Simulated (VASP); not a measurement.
# PbS (P6_3/mmc) in VASP: single point with r2SCAN

Aim: the single point of PbS with r2SCAN.

Everything below comes from runs of VASP 6.6.1. Logs are shortened: lines on timing, memory, paths and dates and some standing lists are left out, and cuts for length are marked.

### 1 The cell of the first run

The structure is hexagonal, space group P6_3/mmc (No. 194). Conventional cell: a = 4.123 Å, b = 4.123 Å, c = 7.334 Å, α = 90.00°, β = 90.00°, γ = 120.00°. Within 4.2 Å of Pb (site symmetry -3m) lie 6 S at 3.00 Å and 8 Pb at 3.67 to 4.12 Å. Within 4.2 Å of S (site symmetry -6m2) lie 6 Pb at 3.00 Å and 6 S at 4.12 Å.

### 2 Single point, r2SCAN

The input, POSCAR:

```
PbS
1.0
    4.1234513036      0.0000000000      0.0000000000
   -2.0617256518      3.5710135802      0.0000000000
    0.0000000000      0.0000000000      7.3337316306
Pb S
2 2
Direct
    0.0000000000      0.0000000000      0.0000000000
    0.0000000000      0.0000000000      0.5000000000
    0.3333333333      0.6666666667      0.2500000000
    0.6666666667      0.3333333333      0.7500000000
```

The input, INCAR.step1:

```
ALGO = Normal
EDIFF = 1E-4
ENCUT = 520
GGA = PE
ISMEAR = -1
LASPH = True
LCHARG = False
LREAL = False
LWAVE = True
NBANDS = 28
NELM = 100
PREC = Accurate
SIGMA = 0.02
```

The input, INCAR.step2:

```
ALGO = Normal
EDIFF = 1E-7
ENCUT = 520
ISIF = 2
ISMEAR = -1
ISTART = 1
LASPH = True
LCHARG = False
LMIXTAU = True
LREAL = False
LWAVE = False
METAGGA = R2SCAN
NBANDS = 28
NELM = 100
PREC = Accurate
SIGMA = 0.02
```

The input, KPOINTS:

```
k-points
0
Gamma
  12 12 4
```

Potentials or basis: VASP PAW PBE potentials, release 64 (Pb_d, S).

Started as:

```sh
$ cat potpaw_PBE.64/Pb_d/POTCAR potpaw_PBE.64/S/POTCAR > POTCAR
$ cp INCAR.step1 INCAR
$ mpirun -np 1 vasp_std > vasp.out
$ cp INCAR.step2 INCAR
$ mpirun -np 1 vasp_std > vasp.out
```

OUTCAR:

```text
EDIFF = 1E-7
   ENCUT = 520
   ISIF = 2
   ISMEAR = -1
   ISTART = 1
   LASPH = True
   LREAL = False
   METAGGA = R2SCAN
   NELM = 100
   PREC = Accurate

 ion  position               nearest neighbor table
   1  0.000  0.000  0.000-   3 3.00   4 3.00   4 3.00   3 3.00   4 3.00   3 3.00   2 3.67   2 3.67

   2  0.000  0.000  0.500-   3 3.00   4 3.00   4 3.00   3 3.00   4 3.00   3 3.00   1 3.67   1 3.67

   3  0.333  0.667  0.250-   1 3.00   2 3.00   1 3.00   2 3.00   1 3.00   2 3.00
   4  0.667  0.333  0.750-   1 3.00   2 3.00   1 3.00   2 3.00   1 3.00   2 3.00

  LATTYP: Found a hexagonal cell.
 ALAT       =     4.1234513036
 C/A-ratio  =     1.7785420733

  Lattice vectors:

 A1 = (   4.1234513036,   0.0000000000,   0.0000000000)
 A2 = (  -2.0617256518,   3.5710135802,   0.0000000000)
 A3 = (   0.0000000000,   0.0000000000,   7.3337316306)

Analysis of symmetry for initial positions (statically):
=====================================================================
 Subroutine PRICEL returns:
 Original cell was already a primitive cell.

 Routine SETGRP: Setting up the symmetry group for a
 hexagonal supercell.

 Subroutine GETGRP returns: Found 24 space group operations
 (whereof 12 operations were pure point group operations)
 out of a pool of 24 trial point group operations.

The static configuration has the point symmetry D_3d.
 The point group associated with its full space group is D_6h.

Analysis of symmetry for dynamics (positions and initial velocities):
=====================================================================
 Subroutine PRICEL returns:
 Original cell was already a primitive cell.

 Routine SETGRP: Setting up the symmetry group for a
 hexagonal supercell.

 Subroutine GETGRP returns: Found 24 space group operations
 (whereof 12 operations were pure point group operations)
 out of a pool of 24 trial point group operations.

The dynamic configuration has the point symmetry D_3d.
 The point group associated with its full space group is D_6h.

 Subroutine INISYM returns: Found 24 space group operations
 (whereof 12 operations are pure point group operations),
 and found     1 'primitive' translations

----------------------------------------------------------------------------------------

[... 86 lines left out ...]
 SYSTEM =  unknown system
   PREC   = accura    normal or accurate (medium, high low for compatibility)
   ISTART =      1    job   : 0-new  1-cont  2-samecut
   ICHARG =      0    charge: 1-file 2-atom 10-const
   ISPIN  =      1    spin polarized calculation?
   LNONCOLLINEAR =      F non collinear calculations
   LSORBIT =      F    spin-orbit coupling
   LASPH  =      T    aspherical Exc in radial PAW
   ENCUT  =  520.0 eV  38.22 Ry    6.18 a.u.   7.67  7.67 13.64*2*pi/ulx,y,z
   NELM   =    100;   NELMIN=  2; NELMDL=  0     # of ELM steps
   EDIFF  = 0.1E-06   stopping-criterion for ELM
   LREAL  =      F    real-space projection
   EDIFFG = 0.1E-05   stopping-criterion for IOM
   NSW    =      0    number of steps for IOM
   IBRION =     -1    ionic relax: 0-MD 1-quasi-New 2-CG
   NFREE  =      0    steps in history (QN), initial steepest desc. (CG)
   ISIF   =      2    stress and relaxation
   ISYM   =      2    0-nonsym 1-usesym 2-fastsym
   POTIM  = 0.5000    time-step for ionic-motion
   TEBEG  =    0.0;   TEEND  =   0.0 temperature during run
   PSTRESS=    0.0 pullay stress
   NELECT =      40.0000    total number of electrons
   NUPDOWN=      -1.0000    fix difference up-down
   EMIN   =  10.00;   EMAX   =-10.00  energy-range for DOS
   EFERMI =   0.00;   METHOD = LEGACY
   ISMEAR =    -1;   SIGMA  =   0.02  broadening in eV -4-tet -1-fermi 0-gaus
   EFERMI_NEDOS =   21; number of points for ismear=-14 and -15
   IALGO  =     38    algorithm
   IMIX   =      4    mixing-type and parameters
     AMIX     =   0.40;   BMIX     =  1.00
     AMIX_MAG =   1.60;   BMIX_MAG =  1.00
  volume/ion in A,a.u.               =      27.00       182.19
  Fermi-wavevector in a.u.,A,eV,Ry     =   1.175716  2.221781 18.807438  1.382308
  Thomas-Fermi vector in A             =   2.312092
   LORBIT       =      0    0 simple, 1 ext, 2 COOP (PROOUT), +10 PAW based schemes
   METAGGA = R2SCAN    functional components
   LHFCALC =     F    Hartree Fock is set to
   AEXX    =    0.0000 exact exchange contribution
   IVDW    =     0    specifies the selected vdW correction
   LEPSILON=     F    determine dielectric tensor
   LRPA    =     F    only Hartree local field effects (RPA)
 non-spin polarized calculation
  energy-cutoff  :      520.00
  volume of cell :      107.99
 maximum number of plane-waves:      2939
 NGX is ok and might be reduce to    32
   NGX = 15   NGY = 15   NGZ = 27

 number of electron      39.9999995 magnetization

 Free energy of the ion-electron system (eV)
  ---------------------------------------------------
  ext. energy  EPLUGINS =         0.00000000
  ---------------------------------------------------
  free energy    TOTEN  =      -130.95938348 eV

  energy without entropy =     -130.95937936  energy(sigma->0) =     -130.95938142

 E-fermi :   5.8165     XC(G=0): -10.0668

 val. band max:        5.7067518406   @ k =   0.0000   0.0000   0.0000
 cond. band min:       5.9534918079   @ k =   0.5000   0.0000   0.0000
 fundamental gap:      0.2467399673
 Fermi energy:         5.8165229764

 k-point     1 :       0.0000    0.0000    0.0000
  band No.  band energies     occupation
      1     -12.3181      2.00000
      2     -12.2442      2.00000
      3     -12.2442      2.00000
      4     -12.2268      2.00000
      5     -12.2267      2.00000
      6     -12.2177      2.00000
[... 733 lines left out ...]
     27      11.6421      0.00000
     28      13.0658      0.00000

 [... further k-points ...]
[... 5 lines left out ...]
  --------------------------------------------------------------------------------------
  -------------------------------------------------------------------------------------
  Total       -0.0250988     -0.0250988     -0.0225280     -0.0000000     -0.0000000      0.0000000
  in kB       -0.3723803     -0.3723803     -0.3342383     -0.0000000     -0.0000000      0.0000000
  external PRESSURE =      -0.3596663 kB  Pullay stress =       0.0000000 kB

 VOLUME and BASIS-vectors are now :
 -----------------------------------------------------------------------------
  energy-cutoff  :      520.00
  volume of cell :      107.99
      direct lattice vectors                 reciprocal lattice vectors
     4.123451304  0.000000000  0.000000000     0.242515293  0.140016270  0.000000000
    -2.061725652  3.571013580  0.000000000     0.000000000  0.280032539  0.000000000
     0.000000000  0.000000000  7.333731631     0.000000000  0.000000000  0.136356230

 POSITION                                       TOTAL-FORCE (eV/Angst)
 -----------------------------------------------------------------------------------
      0.00000      0.00000      0.00000        -0.000000      0.000000      0.000000
      0.00000      0.00000      3.66687        -0.000000      0.000000      0.000000
     -0.00000      2.38068      1.83343         0.000000      0.000000     -0.000000
      2.06173      1.19034      5.50030        -0.000000      0.000000      0.000000
 -----------------------------------------------------------------------------------
    total drift:                                0.000000     -0.000000      0.000000

  FREE ENERGIE OF THE ION-ELECTRON SYSTEM (eV)
  ---------------------------------------------------
  free  energy   TOTEN  =      -130.9593834826 eV

  energy  without entropy=     -130.9593793590  energy(sigma->0) =     -130.95938142
```

Wall time 14 min (1 thread of Intel Xeon 8259CL, shared host); peak memory 0.33 GiB.

Results:

```yaml
Free_energy: -130.9594 eV
Pressure: 0.0 GPa
Band_gap_on_the_k_mesh: 0.25 eV
```

Levels at points of the mesh, in eV from the valence-band top:
| k point | band 18 | band 19 | band 20 | band 21 | band 22 | band 23 |
| --- | --- | --- | --- | --- | --- | --- |
| (0.00, 0.00, 0.00) | -2.00 | -2.00 | 0.00 | 0.25 | 3.22 | 3.22 |
| (0.50, 0.00, 0.00) | -2.15 | -2.03 | -1.23 | 0.25 | 1.85 | 2.55 |
| (0.00, 0.00, 0.50) | -2.21 | -1.83 | -1.83 | 2.63 | 2.63 | 3.28 |
| (0.50, 0.00, 0.50) | -3.10 | -2.99 | -2.99 | 2.65 | 2.65 | 2.82 |

Caveat: the PAW data sets were made with another functional, which shifts forces and pressure a little; spin-orbit coupling is left out, which moves the levels of the heavy elements. A k mesh can miss the band edges.
